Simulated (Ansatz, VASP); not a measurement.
## One calculation of Te2Mo, two programs

```
CELL_PARAMETERS angstrom
3.49674 0.00000 0.00000
-1.74837 3.02826 0.00000
0.00000 0.00000 13.70205
ATOMIC_POSITIONS crystal
Te 0.33333 0.66667 0.11724
Te 0.66667 0.33333 0.61753
Te 0.66667 0.33333 0.88276
Te 0.33333 0.66667 0.38247
Mo 0.33333 0.66667 0.75014
Mo 0.66667 0.33333 0.24986
```

Alike in both runs: task single point; functional PBEsol; k mesh 9 × 9 × 2; occupations gaussian, width 0.02 eV; no spin polarisation.

|  | VASP | Ansatz |
| --- | --- | --- |
| version | VASP 6.6.1 | Ansatz 0.2.0 |
| potentials or method | VASP PAW PBE potentials, release 64 (Te, Mo_sv), cutoff 520 eV | scalar-relativistic, plane waves, PAW |
| valence electrons in the cell | 52 | 92 |

Ansatz gave:

```
gap on the k mesh at the Fermi level (eV)                     : 0.65
least direct gap on the mesh (eV)                             : 1.01
pressure (GPa)                                                : -0.5
traceless stress, the component that is largest in VASP (GPa) : -0.08
rms of the force components (eV/Å)                            : 0.111
```

Q: Which values does VASP return?

A: gap on the k mesh at the Fermi level (eV): 0.65; least direct gap on the mesh (eV): 1.02; pressure (GPa): -0.4; traceless stress, the component that is largest in VASP (GPa): -0.01; rms of the force components (eV/Å): 0.097.

VASP's potentials were made for PBE, not for PBEsol. Atom by atom the forces differ by 0.014 eV/Å (rms over components). VASP's potentials hold 52 valence electrons a cell and Ansatz's 92, so a difference there can come from the potentials and not from the codes.

Spin-orbit coupling is off throughout.
